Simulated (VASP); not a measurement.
# La2O3 (P-3m1) in VASP: a series of runs

La2O3 is run at these levels: PBEsol, PBE, r2SCAN+rVV10; tasks: single point, relaxation of cell and atoms.

All numbers are computed with VASP 6.6.1; they aren't measurements. Logs are shortened: lines on timing, memory, paths and dates and some standing lists are left out, and cuts for length are marked.

## 1. The cell of the first run

It takes space group P-3m1 (No. 164, trigonal). Conventional cell: a = 3.906 Å, b = 3.906 Å, c = 6.041 Å, α = 90.00°, β = 90.00°, γ = 120.00°. La (site symmetry 3m) has 7 O at 2.35 to 2.70 Å within 3.1 Å. O (site symmetry 3m) has 4 La at 2.35 to 2.42 Å and 6 O at 2.86 to 3.11 Å within 3.2 Å. Within 3.6 Å of O (site symmetry -3m) lie 6 La at 2.70 Å and 6 O at 3.11 Å.

## 2. Single point, PBEsol

File INCAR:

```
SYSTEM = La2O3
PREC = Accurate ; ENCUT = 520
EDIFF = 1E-6 ; ISMEAR = 0
SIGMA = 0.01 ; LREAL = .FALSE.
LASPH = .TRUE. ; NELM = 60
ALGO = Normal ; ISIF = 2
LWAVE = .FALSE. ; LCHARG = .TRUE.
GGA = PS ; LELF = .TRUE.
LVHAR = .TRUE. ; NBANDS = 28
```

File KPOINTS:

```
Automatic mesh
0
G
  6 6 4
  0 0 0
```

File POSCAR:

```
La2O3
1.0
    3.9058581409      0.0000000000      0.0000000000
   -1.9529290705      3.3825723736      0.0000000000
    0.0000000000      0.0000000000      6.0413443831
La O
2 3
Direct
    0.6666666667      0.3333333333      0.7546031796
    0.3333333333      0.6666666667      0.2453968204
    0.6666666667      0.3333333333      0.3540276335
    0.3333333333      0.6666666667      0.6459723665
    0.0000000000      0.0000000000      0.0000000000
```

Potentials or basis: VASP PAW PBE potentials, release 64 (La, O).

Run with:

```sh
> cat potpaw_PBE.64/La/POTCAR potpaw_PBE.64/O/POTCAR > POTCAR
> mpirun -np 1 vasp_std > vasp.out
```

OUTCAR:

```text
SYSTEM = La2O3
   PREC = Accurate
   ENCUT = 520
   EDIFF = 1E-6
   ISMEAR = 0
   LREAL = .FALSE.
   LASPH = .TRUE.
   NELM = 60
   ISIF = 2
   GGA = PS

 ion  position               nearest neighbor table
   1  0.667  0.333  0.755-   4 2.35   4 2.35   4 2.35   3 2.42   5 2.70   5 2.70   5 2.70
   2  0.333  0.667  0.245-   3 2.35   3 2.35   3 2.35   4 2.42   5 2.70   5 2.70   5 2.70
   3  0.667  0.333  0.354-   2 2.35   2 2.35   2 2.35   1 2.42
   4  0.333  0.667  0.646-   1 2.35   1 2.35   1 2.35   2 2.42
   5  0.000  0.000  0.000-   1 2.70   2 2.70   1 2.70   2 2.70   1 2.70   2 2.70

  LATTYP: Found a hexagonal cell.
 ALAT       =     3.9058581409
 C/A-ratio  =     1.5467393247

  Lattice vectors:

 A1 = (   3.9058581409,   0.0000000000,   0.0000000000)
 A2 = (  -1.9529290705,   3.3825723736,   0.0000000000)
 A3 = (   0.0000000000,   0.0000000000,   6.0413443831)

Analysis of symmetry for initial positions (statically):
=====================================================================
 Subroutine PRICEL returns:
 Original cell was already a primitive cell.

 Routine SETGRP: Setting up the symmetry group for a
 hexagonal supercell.

 Subroutine GETGRP returns: Found 12 space group operations
 (whereof 12 operations were pure point group operations)
 out of a pool of 24 trial point group operations.

The static configuration has the point symmetry D_3d.

Analysis of symmetry for dynamics (positions and initial velocities):
=====================================================================
 Subroutine PRICEL returns:
 Original cell was already a primitive cell.

 Routine SETGRP: Setting up the symmetry group for a
 hexagonal supercell.

 Subroutine GETGRP returns: Found 12 space group operations
 (whereof 12 operations were pure point group operations)
 out of a pool of 24 trial point group operations.

The dynamic configuration has the point symmetry D_3d.

 Subroutine INISYM returns: Found 12 space group operations
 (whereof 12 operations are pure point group operations),
 and found     1 'primitive' translations

----------------------------------------------------------------------------------------

                                     Primitive cell

  volume of cell :      79.8173

  direct lattice vectors                    reciprocal lattice vectors
     3.905858141  0.000000000  0.000000000     0.256025683  0.147816497  0.000000000
    -1.952929070  3.382572374  0.000000000     0.000000000  0.295632995  0.000000000
     0.000000000  0.000000000  6.041344383     0.000000000  0.000000000  0.165526071

  length of vectors
     3.905858141  3.905858141  6.041344383     0.295632995  0.295632995  0.165526071

  position of ions in fractional coordinates (direct lattice)
     0.666666667  0.333333333  0.754603180
     0.333333333  0.666666667  0.245396820
     0.666666667  0.333333333  0.354027634
     0.333333333  0.666666667  0.645972366
     0.000000000  0.000000000  0.000000000

  ion indices of the primitive-cell ions
   primitive index   ion index
                 1           1
                 2           2
                 3           3
                 4           4
                 5           5

----------------------------------------------------------------------------------------

 KPOINTS: Automatic mesh

Automatic generation of k-mesh.
 Grid dimensions read from file:
 generate k-points for:    6    6    4

 Generating k-lattice:

  Cartesian coordinates                     Fractional coordinates (reciprocal lattice)
     0.042670947  0.024636083  0.000000000     0.166666667  0.000000000  0.000000000
     0.000000000  0.049272166  0.000000000     0.000000000  0.166666667  0.000000000
     0.000000000  0.000000000  0.041381518     0.000000000  0.000000000  0.250000000

  Length of vectors
     0.049272166  0.049272166  0.041381518

  Shift w.r.t. Gamma in fractional coordinates (k-lattice)
     0.000000000  0.000000000  0.000000000

 Subroutine IBZKPT returns following result:
 ===========================================

 Found     24 irreducible k-points:

 Following reciprocal coordinates:
            Coordinates               Weight
  0.000000  0.000000  0.000000      1.000000
  0.166667 -0.000000  0.000000      6.000000
  0.333333 -0.000000  0.000000      6.000000
  0.500000 -0.000000  0.000000      3.000000
  0.166667  0.166667  0.000000      6.000000
  0.333333  0.166667  0.000000     12.000000
[... 16 lines left out ...]
  0.333333  0.166667  0.500000     12.000000
  0.333333  0.333333  0.500000      2.000000
   k-points           NKPTS =     24   k-points in BZ     NKDIM =     24   number of bands    NBANDS=     28
   number of dos      NEDOS =    301   number of ions     NIONS =      5
   total plane-waves  NPLWV =  43200
   dimension x,y,z NGX =    30 NGY =   30 NGZ =   48
   dimension x,y,z NGXF=    60 NGYF=   60 NGZF=   96
   ions per type =               2   3
   NGX,Y,Z   is equivalent  to a cutoff of  12.77, 12.77, 13.21 a.u.
   NGXF,Y,Z  is equivalent  to a cutoff of  25.54, 25.54, 26.42 a.u.
 SYSTEM =  La2O3
   PREC   = accura    normal or accurate (medium, high low for compatibility)
   ISTART =      0    job   : 0-new  1-cont  2-samecut
   ICHARG =      2    charge: 1-file 2-atom 10-const
   ISPIN  =      1    spin polarized calculation?
   LNONCOLLINEAR =      F non collinear calculations
   LSORBIT =      F    spin-orbit coupling
   LASPH  =      T    aspherical Exc in radial PAW
   ENCUT  =  520.0 eV  38.22 Ry    6.18 a.u.   7.26  7.26 11.23*2*pi/ulx,y,z
   NELM   =     60;   NELMIN=  2; NELMDL= -5     # of ELM steps
   EDIFF  = 0.1E-05   stopping-criterion for ELM
   LREAL  =      F    real-space projection
   EDIFFG = 0.1E-04   stopping-criterion for IOM
   NSW    =      0    number of steps for IOM
   IBRION =     -1    ionic relax: 0-MD 1-quasi-New 2-CG
   NFREE  =      0    steps in history (QN), initial steepest desc. (CG)
   ISIF   =      2    stress and relaxation
   ISYM   =      2    0-nonsym 1-usesym 2-fastsym
   POTIM  = 0.5000    time-step for ionic-motion
   TEBEG  =    0.0;   TEEND  =   0.0 temperature during run
   PSTRESS=    0.0 pullay stress
   NELECT =      40.0000    total number of electrons
   NUPDOWN=      -1.0000    fix difference up-down
   EMIN   =  10.00;   EMAX   =-10.00  energy-range for DOS
   EFERMI =   0.00;   METHOD = LEGACY
   ISMEAR =     0;   SIGMA  =   0.01  broadening in eV -4-tet -1-fermi 0-gaus
   EFERMI_NEDOS =   21; number of points for ismear=-14 and -15
   IALGO  =     38    algorithm
   IMIX   =      4    mixing-type and parameters
     AMIX     =   0.40;   BMIX     =  1.00
     AMIX_MAG =   1.60;   BMIX_MAG =  1.00
  volume/ion in A,a.u.               =      15.96       107.73
  Fermi-wavevector in a.u.,A,eV,Ry     =   1.300357  2.457318 23.006460  1.690927
  Thomas-Fermi vector in A             =   2.431561
   LORBIT       =      0    0 simple, 1 ext, 2 COOP (PROOUT), +10 PAW based schemes
   GGA     = PS    functional components
   LHFCALC =     F    Hartree Fock is set to
   AEXX    =    0.0000 exact exchange contribution
   IVDW    =     0    specifies the selected vdW correction
   LEPSILON=     F    determine dielectric tensor
   LRPA    =     F    only Hartree local field effects (RPA)
 non-spin polarized calculation
 Gauss-broadening in eV      SIGMA  =   0.01
  energy-cutoff  :      520.00
  volume of cell :       79.82
 maximum number of plane-waves:      2189
 NGX is ok and might be reduce to    30
   NGX = 15   NGY = 15   NGZ = 23

 number of electron      39.9999995 magnetization

 Free energy of the ion-electron system (eV)
  ---------------------------------------------------
  ext. energy  EPLUGINS =         0.00000000
  ---------------------------------------------------
  free energy    TOTEN  =       -43.70946411 eV

  energy without entropy =      -43.70946411  energy(sigma->0) =      -43.70946411

 E-fermi :   6.1366     XC(G=0): -10.8448

 val. band max:        6.0690244824   @ k =   0.5000  -0.0000   0.5000
 cond. band min:       9.8536460733   @ k =   0.3333   0.3333   0.0000
 fundamental gap:      3.7846215909
 Fermi energy:         6.1365726050

 k-point     1 :       0.0000    0.0000    0.0000
  band No.  band energies     occupation
      1     -23.6279      2.00000
      2     -23.3447      2.00000
      3     -10.9140      2.00000
      4      -9.5830      2.00000
      5      -9.1444      2.00000
      6      -7.0935      2.00000
[... 20 lines left out ...]
     27      11.6337      0.00000
     28      11.8800      0.00000

 k-point     2 :       0.1667   -0.0000    0.0000
  band No.  band energies     occupation
      1     -23.5757      2.00000
      2     -23.3247      2.00000
      3     -10.9119      2.00000
      4     -10.0721      2.00000
      5      -9.4781      2.00000
      6      -7.2097      2.00000
[... 20 lines left out ...]
     27      11.7703      0.00000
     28      11.8411      0.00000

 k-point     3 :       0.3333   -0.0000    0.0000
  band No.  band energies     occupation
      1     -23.4587      2.00000
      2     -23.2941      2.00000
      3     -11.0947      2.00000
      4     -10.8392      2.00000
      5      -9.5387      2.00000
      6      -7.4105      2.00000
[... 20 lines left out ...]
     27      11.7054      0.00000
     28      11.7286      0.00000

 k-point     4 :       0.5000   -0.0000    0.0000
  band No.  band energies     occupation
      1     -23.3843      2.00000
      2     -23.2929      2.00000
      3     -11.2120      2.00000
      4     -11.2052      2.00000
      5      -9.3221      2.00000
      6      -7.7766      2.00000
[... 578 lines left out ...]
     27      11.6614      0.00000
     28      11.7836      0.00000

 k-point    23 :       0.3333    0.1667    0.5000
  band No.  band energies     occupation
      1     -23.3444      2.00000
      2     -23.3323      2.00000
      3     -11.3531      2.00000
      4     -11.1434      2.00000
      5      -9.4358      2.00000
      6      -7.5184      2.00000
[... 20 lines left out ...]
     27      11.6739      0.00000
     28      11.7281      0.00000

 k-point    24 :       0.3333    0.3333    0.5000
  band No.  band energies     occupation
      1     -23.3189      2.00000
      2     -23.3189      2.00000
      3     -11.2967      2.00000
      4     -11.2967      2.00000
      5      -9.7136      2.00000
      6      -7.7384      2.00000
[... 20 lines left out ...]
     27      11.6585      0.00000
     28      11.6946      0.00000

------------------------ aborting loop because EDIFF is reached ----------------------------------------

  FORCE on cell =-STRESS in cart. coord.  units (eV):
  Direction    XX          YY          ZZ          XY          YZ          ZX
  --------------------------------------------------------------------------------------
  -------------------------------------------------------------------------------------
  Total       -0.1032646     -0.1032646     -0.0978019      0.0000000      0.0000000     -0.0000000
  in kB       -2.0728356     -2.0728356     -1.9631818      0.0000000      0.0000000     -0.0000000
  external PRESSURE =      -2.0362843 kB  Pullay stress =       0.0000000 kB

 VOLUME and BASIS-vectors are now :
 -----------------------------------------------------------------------------
  energy-cutoff  :      520.00
  volume of cell :       79.82
      direct lattice vectors                 reciprocal lattice vectors
     3.905858141  0.000000000  0.000000000     0.256025683  0.147816497  0.000000000
    -1.952929070  3.382572374  0.000000000     0.000000000  0.295632995  0.000000000
     0.000000000  0.000000000  6.041344383     0.000000000  0.000000000  0.165526071

 POSITION                                       TOTAL-FORCE (eV/Angst)
 -----------------------------------------------------------------------------------
      1.95293      1.12752      4.55882        -0.000000     -0.000000     -0.006867
     -0.00000      2.25505      1.48253        -0.000000      0.000000      0.006867
      1.95293      1.12752      2.13880         0.000000      0.000000     -0.002712
     -0.00000      2.25505      3.90254        -0.000000     -0.000000      0.002712
      0.00000      0.00000      0.00000        -0.000000      0.000000     -0.000000
 -----------------------------------------------------------------------------------
    total drift:                               -0.000000      0.000000     -0.000000

  FREE ENERGIE OF THE ION-ELECTRON SYSTEM (eV)
  ---------------------------------------------------
  free  energy   TOTEN  =       -43.7094641130 eV

  energy  without entropy=      -43.7094641130  energy(sigma->0) =      -43.70946411
```

Run time: 78 s. Hardware: 1 thread of AMD EPYC 7R43 (Zen 3), shared host; peak memory 0.18 GiB.

What came out:

```yaml
Free_energy: -43.7095 eV
Pressure: -0.2 GPa
Largest_force: 0.007 eV/Å
Band_gap_on_the_k_mesh: 3.78 eV (least direct gap 3.87 eV)
```

Forces in eV/Å, atoms in the order of the input:
```
La   0.000  0.000 -0.007
La   0.000  0.000  0.007
O    0.000  0.000 -0.003
O    0.000  0.000  0.003
O    0.000  0.000  0.000
```

Caveat: the PAW data sets were made with another functional, which shifts forces and pressure a little; spin-orbit coupling is left out, which moves the levels of the heavy elements. A k mesh can miss the band edges.

## 3. Single point, PBE

This run uses another cell than the first one, of 16.64 Å³/atom.

File INCAR:

```
SYSTEM = La2O3
PREC = Accurate
ENCUT = 520
EDIFF = 1E-7
ISMEAR = 0
SIGMA = 0.01
LREAL = .FALSE.
LASPH = .TRUE.
NELM = 100
ALGO = Normal
ISIF = 2
LWAVE = .FALSE.
LCHARG = .TRUE.
GGA = PE
LELF = .TRUE.
LVHAR = .TRUE.
NBANDS = 28
```

KPOINTS is that of step 2.

File POSCAR:

```
La2O3
1.0
    3.9404099470      0.0000000000      0.0000000000
   -1.9702049735      3.4124951154      0.0000000000
    0.0000000000      0.0000000000      6.1875170482
La O
2 3
Direct
    0.6666666667      0.3333333333      0.7526282538
    0.3333333333      0.6666666667      0.2473717462
    0.6666666667      0.3333333333      0.3546986642
    0.3333333333      0.6666666667      0.6453013358
    0.0000000000      0.0000000000      0.0000000000
```

Potentials or basis: VASP PAW PBE potentials, release 64 (La, O).

Run with:

```sh
> cat potpaw_PBE.64/La/POTCAR potpaw_PBE.64/O/POTCAR > POTCAR
> mpirun -np 1 vasp_std > vasp.out
```

OUTCAR:

```text
SYSTEM = La2O3
   PREC = Accurate
   ENCUT = 520
   EDIFF = 1E-7
   ISMEAR = 0
   LREAL = .FALSE.
   LASPH = .TRUE.
   NELM = 100
   ISIF = 2
   GGA = PE

 ion  position               nearest neighbor table
   1  0.667  0.333  0.753-   4 2.37   4 2.37   4 2.37   3 2.46   5 2.74   5 2.74   5 2.74
   2  0.333  0.667  0.247-   3 2.37   3 2.37   3 2.37   4 2.46   5 2.74   5 2.74   5 2.74
   3  0.667  0.333  0.355-   2 2.37   2 2.37   2 2.37   1 2.46
[... 948 lines left out ...]
  --------------------------------------------------------------------------------------
  -------------------------------------------------------------------------------------
  Total       -0.1564553     -0.1564553     -0.1219490      0.0000000     -0.0000000      0.0000000
  in kB       -3.0128041     -3.0128041     -2.3483293      0.0000000     -0.0000000      0.0000000
  external PRESSURE =      -2.7913125 kB  Pullay stress =       0.0000000 kB

 VOLUME and BASIS-vectors are now :
 -----------------------------------------------------------------------------
  energy-cutoff  :      520.00
  volume of cell :       83.20
      direct lattice vectors                 reciprocal lattice vectors
     3.940409947  0.000000000  0.000000000     0.253780701  0.146520356  0.000000000
    -1.970204974  3.412495115  0.000000000     0.000000000  0.293040712  0.000000000
     0.000000000  0.000000000  6.187517048     0.000000000  0.000000000  0.161615716

 POSITION                                       TOTAL-FORCE (eV/Angst)
 -----------------------------------------------------------------------------------
      1.97020      1.13750      4.65690         0.000000      0.000000     -0.013188
     -0.00000      2.27500      1.53062        -0.000000     -0.000000      0.013188
      1.97020      1.13750      2.19470         0.000000     -0.000000     -0.004547
     -0.00000      2.27500      3.99281        -0.000000      0.000000      0.004547
      0.00000      0.00000      0.00000         0.000000      0.000000     -0.000000
 -----------------------------------------------------------------------------------
    total drift:                               -0.000000      0.000000      0.000000

  FREE ENERGIE OF THE ION-ELECTRON SYSTEM (eV)
  ---------------------------------------------------
  free  energy   TOTEN  =       -41.8251227213 eV

  energy  without entropy=      -41.8251227213  energy(sigma->0) =      -41.82512272
```

OSZICAR:

```text
N       E                     dE             d eps       ncg     rms          rms(c)
DAV:   1     0.475848610396E+03    0.47585E+03   -0.15443E+04  1384   0.219E+03
DAV:   2     0.853458470464E+02   -0.39050E+03   -0.37020E+03  1792   0.353E+02
DAV:   3    -0.329725472366E+02   -0.11832E+03   -0.11401E+03  2172   0.203E+02
DAV:   4    -0.465842485349E+02   -0.13612E+02   -0.13571E+02  2276   0.730E+01
DAV:   5    -0.475205101596E+02   -0.93626E+00   -0.93556E+00  2328   0.208E+01    0.149E+01
DAV:   6    -0.418617253998E+02    0.56588E+01   -0.50824E+01  2152   0.380E+01    0.759E+00
DAV:   7    -0.418258863452E+02    0.35839E-01   -0.55692E+00  2608   0.209E+01    0.348E+00
DAV:   8    -0.418248862245E+02    0.10001E-02   -0.58976E-01  2328   0.580E+00    0.125E+00
DAV:   9    -0.418212057931E+02    0.36804E-02   -0.97373E-02  2432   0.231E+00    0.360E-01
DAV:  10    -0.418237190525E+02   -0.25133E-02   -0.28705E-02  2304   0.103E+00    0.176E-01
DAV:  11    -0.418249579722E+02   -0.12389E-02   -0.89218E-03  2456   0.662E-01    0.130E-01
DAV:  12    -0.418250806957E+02   -0.12272E-03   -0.25287E-03  2048   0.309E-01    0.557E-02
DAV:  13    -0.418251191747E+02   -0.38479E-04   -0.11249E-03  2440   0.211E-01    0.237E-02
DAV:  14    -0.418251242028E+02   -0.50281E-05   -0.16641E-04  2184   0.901E-02    0.123E-02
DAV:  15    -0.418251226749E+02    0.15279E-05   -0.37640E-05  2384   0.433E-02    0.290E-03
DAV:  16    -0.418251230109E+02   -0.33609E-06   -0.56464E-06  2104   0.142E-02    0.417E-03
DAV:  17    -0.418251227007E+02    0.31022E-06   -0.18141E-06  2424   0.913E-03    0.100E-03
DAV:  18    -0.418251227213E+02   -0.20568E-07   -0.22845E-07  1512   0.312E-03
   1 F= -.41825123E+02 E0= -.41825123E+02  d E =-.298786E-24
```

Run time: 83 s. Hardware: 1 thread of AMD EPYC 7R43 (Zen 3), shared host; peak memory 0.19 GiB.

What came out:

- Free energy: -41.8251 eV
- Pressure: -0.3 GPa
- Largest force: 0.013 eV/Å
- Band gap on the k mesh: 3.85 eV (least direct gap 3.98 eV)

Forces in eV/Å, atoms in the order of the input:
```
La   0.000  0.000 -0.013
La   0.000  0.000  0.013
O    0.000  0.000 -0.005
O    0.000  0.000  0.005
O    0.000  0.000  0.000
```

Levels at points of the mesh, in eV from the valence-band top:
```
           k point  band 18  band 19  band 20  band 21  band 22  band 23
(0.00, 0.00, 0.00)    -0.34    -0.34    -0.08     4.26     4.62     4.62
(0.50, 0.00, 0.00)    -0.64    -0.40    -0.28     3.85     4.68     5.10
(0.00, 0.00, 0.50)    -0.74    -0.26    -0.26     4.65     4.73     4.73
(0.50, 0.00, 0.50)    -0.67    -0.35     0.00     4.36     4.59     5.01
```

Caveat: spin-orbit coupling is left out, which moves the levels of the heavy elements. A k mesh can miss the band edges.

[end of part 1 of 3]
